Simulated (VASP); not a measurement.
Wanted: the native input for a VASP 6.6.1 run.

- Task: single point
- Functional: r2SCAN
- Potentials or basis: VASP PAW PBE potentials, release 64 (Ta_pv, Si)
- Cutoff: 520 eV
- k mesh: 12 × 12 × 6
- Occupations: gaussian, width 0.1 eV
- Spin: no spin polarisation
- Dipole correction: no
- Further INCAR settings: ALGO = Normal; EDIFF = 1e-07; NBANDS = 38

Crystal: TaSi2.

```xyz
9
Lattice="4.7361 0.0000 0.0000 -2.3681 4.1016 0.0000 0.0000 0.0000 6.5148" Properties=species:S:1:pos:R:3 pbc="T T T"
Ta    2.3681    0.0000    0.0000
Ta    1.1840    2.0508    4.3432
Ta   -1.1840    2.0508    2.1716
Si    0.0000    1.2995    0.0000
Si    3.6108    0.6497    4.3432
Si    1.2427    3.4519    2.1716
Si    2.3681    2.8021    0.0000
Si   -1.2427    3.4519    4.3432
Si    1.1254    0.6497    2.1716
```

These files were run (other wordings do the same):

POSCAR

```
TaSi2
1.0
    4.7361282334      0.0000000000      0.0000000000
   -2.3680641167      4.1016073657      0.0000000000
    0.0000000000      0.0000000000      6.5147677447
Ta Si
3 6
Direct
    0.5000000000      0.0000000000      0.0000000000
    0.5000000000      0.5000000000      0.6666666667
    0.0000000000      0.5000000000      0.3333333333
    0.1584090179      0.3168180358      0.0000000000
    0.8415909821      0.1584090179      0.6666666667
    0.6831819642      0.8415909821      0.3333333333
    0.8415909821      0.6831819642      0.0000000000
    0.1584090179      0.8415909821      0.6666666667
    0.3168180358      0.1584090179      0.3333333333
```

INCAR.step1

```
SYSTEM = TaSi2
PREC = Accurate
ENCUT = 520
ISMEAR = 0
SIGMA = 0.1
LREAL = .False.
LASPH = .True.
NELM = 80
NBANDS = 38
GGA = PE
ALGO = Normal
EDIFF = 1E-4
LWAVE = .True.
LCHARG = .False.
```

INCAR.step2

```
SYSTEM = TaSi2
PREC = Accurate
ENCUT = 520
EDIFF = 1E-7
ISMEAR = 0
SIGMA = 0.1
LREAL = .False.
LASPH = .True.
NELM = 80
ALGO = Normal
ISIF = 2
LWAVE = .False.
LCHARG = .True.
METAGGA = R2SCAN
LMIXTAU = .True.
LELF = .True.
LVHAR = .True.
NBANDS = 38
ISTART = 1
```

KPOINTS

```
Automatic mesh
0
Gamma
  12 12 6
  0 0 0
```

Potentials or basis: VASP PAW PBE potentials, release 64 (Ta_pv, Si).

Command:

```console
$ cat potpaw_PBE.64/Ta_pv/POTCAR potpaw_PBE.64/Si/POTCAR > POTCAR
$ cp INCAR.step1 INCAR
$ mpirun -np 1 vasp_std > vasp.out
$ cp INCAR.step2 INCAR
$ mpirun -np 1 vasp_std > vasp.out
```

Results of the run:

```yaml
Pressure: 5.3 GPa
Largest_force: 0.009 eV/Å
Band_gap_on_the_k_mesh: zero (an odd number of electrons rules out a gap without spin polarisation)
```

Caveat: the cell stands under pressure; the PAW data sets were made with another functional, which shifts forces and pressure a little; spin-orbit coupling is left out, which moves the levels of the heavy elements.

Run time: 12 min on 1 thread of AMD EPYC 9R45 96-Core Processor (Zen 5), with other jobs on the host, peak memory 0.42 GiB.
